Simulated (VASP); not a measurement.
# SnSe (Fm-3m) in VASP: notebook, part 2 of 2

VASP 6.6.1.

**3. Single point, PBE+D3(BJ)**

This run uses another cell than the first one, of 26.70 Å³/atom, 0.909 times its volume.

Contents of INCAR:

```
SYSTEM = SnSe
PREC = Accurate
ENCUT = 520
EDIFF = 1E-6
ISMEAR = 0
SIGMA = 0.02
LREAL = .FALSE.
LASPH = .TRUE.
NELM = 100
ALGO = Normal
ISIF = 2
LWAVE = .FALSE.
LCHARG = .TRUE.
GGA = PE
IVDW = 12
LELF = .TRUE.
LVHAR = .TRUE.
NBANDS = 17
```

Contents of KPOINTS:

```
Automatic mesh
0
G
  10 10 10
  0 0 0
```

Contents of POSCAR:

```
SnSe
1.0
    0.0000000000      2.9887688371      2.9887688371
    2.9887688371      0.0000000000      2.9887688371
    2.9887688371      2.9887688371      0.0000000000
Sn Se
1 1
Direct
    0.0000000000      0.0000000000      0.0000000000
    0.5000000000      0.5000000000      0.5000000000
```

Potentials or basis: VASP PAW PBE potentials, release 64 (Sn_d, Se).

Command:

```
$ cat potpaw_PBE.64/Sn_d/POTCAR potpaw_PBE.64/Se/POTCAR > POTCAR
$ mpirun -np 1 vasp_std > vasp.out
```

OUTCAR:

```text
SYSTEM = SnSe
   PREC = Accurate
   ENCUT = 520
   EDIFF = 1E-6
   ISMEAR = 0
   LREAL = .FALSE.
   LASPH = .TRUE.
   NELM = 100
   ISIF = 2
   GGA = PE
   IVDW = 12
 IVDW          = 12

 ion  position               nearest neighbor table
   1  0.000  0.000  0.000-   2 2.99   2 2.99   2 2.99   2 2.99   2 2.99   2 2.99
   2  0.500  0.500  0.500-   1 2.99   1 2.99   1 2.99   1 2.99   1 2.99   1 2.99

  LATTYP: Found a face centered cubic cell.
 ALAT       =     5.9775376742

  Lattice vectors:

 A1 = (   0.0000000000,   2.9887688371,   2.9887688371)
 A2 = (   2.9887688371,   0.0000000000,   2.9887688371)
 A3 = (   2.9887688371,   2.9887688371,   0.0000000000)

Analysis of symmetry for initial positions (statically):
=====================================================================
 Subroutine PRICEL returns:
 Original cell was already a primitive cell.

 Routine SETGRP: Setting up the symmetry group for a
 face centered cubic supercell.

 Subroutine GETGRP returns: Found 48 space group operations
 (whereof 48 operations were pure point group operations)
 out of a pool of 48 trial point group operations.

The static configuration has the point symmetry O_h .

Analysis of symmetry for dynamics (positions and initial velocities):
=====================================================================
 Subroutine PRICEL returns:
 Original cell was already a primitive cell.

 Routine SETGRP: Setting up the symmetry group for a
 face centered cubic supercell.

 Subroutine GETGRP returns: Found 48 space group operations
 (whereof 48 operations were pure point group operations)
 out of a pool of 48 trial point group operations.

The dynamic configuration has the point symmetry O_h .

 Subroutine INISYM returns: Found 48 space group operations
 (whereof 48 operations are pure point group operations),
 and found     1 'primitive' translations

----------------------------------------------------------------------------------------

[... 111 lines left out ...]
     AMIX     =   0.40;   BMIX     =  1.00
     AMIX_MAG =   1.60;   BMIX_MAG =  1.00
  volume/ion in A,a.u.               =      26.70       180.17
  Fermi-wavevector in a.u.,A,eV,Ry     =   1.180092  2.230050 18.947704  1.392617
  Thomas-Fermi vector in A             =   2.316391
   LORBIT       =      0    0 simple, 1 ext, 2 COOP (PROOUT), +10 PAW based schemes
   GGA     = PE    functional components
   LHFCALC =     F    Hartree Fock is set to
   AEXX    =    0.0000 exact exchange contribution
   IVDW    =    12    specifies the selected vdW correction
   LEPSILON=     F    determine dielectric tensor
   LRPA    =     F    only Hartree local field effects (RPA)
 non-spin polarized calculation
 Gauss-broadening in eV      SIGMA  =   0.02
  energy-cutoff  :      520.00
  volume of cell :       53.40
 maximum number of plane-waves:      1459
   NGX = 15   NGY = 15   NGZ = 15

 number of electron      20.0000008 magnetization

 Free energy of the ion-electron system (eV)
  ---------------------------------------------------
  ext. energy  EPLUGINS =         0.00000000
  ---------------------------------------------------
  free energy    TOTEN  =        -8.20139598 eV

  energy without entropy =       -8.20139598  energy(sigma->0) =       -8.20139598

 E-fermi :   5.9687     XC(G=0):  -9.6944

 val. band max:        5.8094664821   @ k =   0.5000   0.0000   0.0000
 cond. band min:       6.3291001959   @ k =  -0.4000   0.1000   0.0000
 fundamental gap:      0.5196337138
 Fermi energy:         5.9686825694

 k-point     1 :       0.0000    0.0000    0.0000
  band No.  band energies     occupation
      1     -15.7729      2.00000
      2     -15.7729      2.00000
      3     -15.7729      2.00000
      4     -15.7715      2.00000
      5     -15.7715      2.00000
      6      -8.1827      2.00000
[... 457 lines left out ...]
      4     -15.7584      2.00000
      5     -15.7574      2.00000
      6      -7.2045      2.00000
[... 9 lines left out ...]
     16      16.6048      0.00000
     17      17.2497      0.00000

 [... further k-points ...]

------------------------ aborting loop because EDIFF is reached ----------------------------------------

 Edisp (eV)   -0.72221

 E8    (eV) :    -0.3255

  FORCE on cell =-STRESS in cart. coord.  units (eV):
  Direction    XX          YY          ZZ          XY          YZ          ZX
  --------------------------------------------------------------------------------------
  -------------------------------------------------------------------------------------
  Total      -0.01066    -0.01066    -0.01066    -0.00000    -0.00000    -0.00000
  in kB      -0.31974    -0.31974    -0.31974    -0.00000    -0.00000    -0.00000
  external pressure =       -0.32 kB  Pullay stress =        0.00 kB

 VOLUME and BASIS-vectors are now :
 -----------------------------------------------------------------------------
  energy-cutoff  :      520.00
  volume of cell :       53.40
      direct lattice vectors                 reciprocal lattice vectors
     0.000000000  2.988768837  2.988768837    -0.167292965  0.167292965  0.167292965
     2.988768837  0.000000000  2.988768837     0.167292965 -0.167292965  0.167292965
     2.988768837  2.988768837  0.000000000     0.167292965  0.167292965 -0.167292965

 POSITION                                       TOTAL-FORCE (eV/Angst)
 -----------------------------------------------------------------------------------
      0.00000      0.00000      0.00000        -0.000000      0.000000      0.000000
      2.98877      2.98877      2.98877         0.000000     -0.000000     -0.000000
 -----------------------------------------------------------------------------------
    total drift:                                0.000000     -0.000000     -0.000000

  FREE ENERGIE OF THE ION-ELECTRON SYSTEM (eV)
  ---------------------------------------------------
  free  energy   TOTEN  =        -8.9236017728 eV

  energy  without entropy=       -8.9236017728  energy(sigma->0) =       -8.92360177
```

OSZICAR:

```text
N       E                     dE             d eps       ncg     rms          rms(c)
DAV:   1     0.133782754138E+03    0.13378E+03   -0.98354E+03  1633   0.145E+03
DAV:   2     0.449149345250E+01   -0.12929E+03   -0.12533E+03  1703   0.359E+02
DAV:   3    -0.804680112491E+01   -0.12538E+02   -0.12397E+02  1940   0.942E+01
DAV:   4    -0.836612882241E+01   -0.31933E+00   -0.31912E+00  1942   0.160E+01
DAV:   5    -0.837502460322E+01   -0.88958E-02   -0.88954E-02  2286   0.257E+00    0.316E+00
DAV:   6    -0.820080029061E+01    0.17422E+00   -0.41941E-01  2309   0.379E+00    0.189E+00
DAV:   7    -0.819936045791E+01    0.14398E-02   -0.80129E-02  1875   0.126E+00    0.921E-01
DAV:   8    -0.820150810910E+01   -0.21477E-02   -0.85131E-03  1952   0.826E-01    0.116E-01
DAV:   9    -0.820132341288E+01    0.18470E-03   -0.13287E-03  2275   0.308E-01    0.505E-02
DAV:  10    -0.820139034690E+01   -0.66934E-04   -0.16693E-04  1922   0.738E-02    0.116E-02
DAV:  11    -0.820139570436E+01   -0.53575E-05   -0.18470E-05  2134   0.386E-02    0.292E-03
DAV:  12    -0.820139597807E+01   -0.27371E-06   -0.13009E-06  1673   0.113E-02
   1 F= -.89236018E+01 E0= -.89236018E+01  d E =-.135319E-31
```

Wall time 29 s (1 thread of AMD EPYC 7R13 (Zen 3), shared host); peak memory 0.18 GiB.

What came out:

- Free energy: -8.9236 eV
- Pressure: 0.0 GPa
- Band gap on the k mesh: 0.52 eV, indirect (least direct gap 0.64 eV)
- Dispersion energy per atom: -0.361 eV

Caveat: spin-orbit coupling is left out, which moves the levels of the heavy elements. A k mesh can miss the band edges.
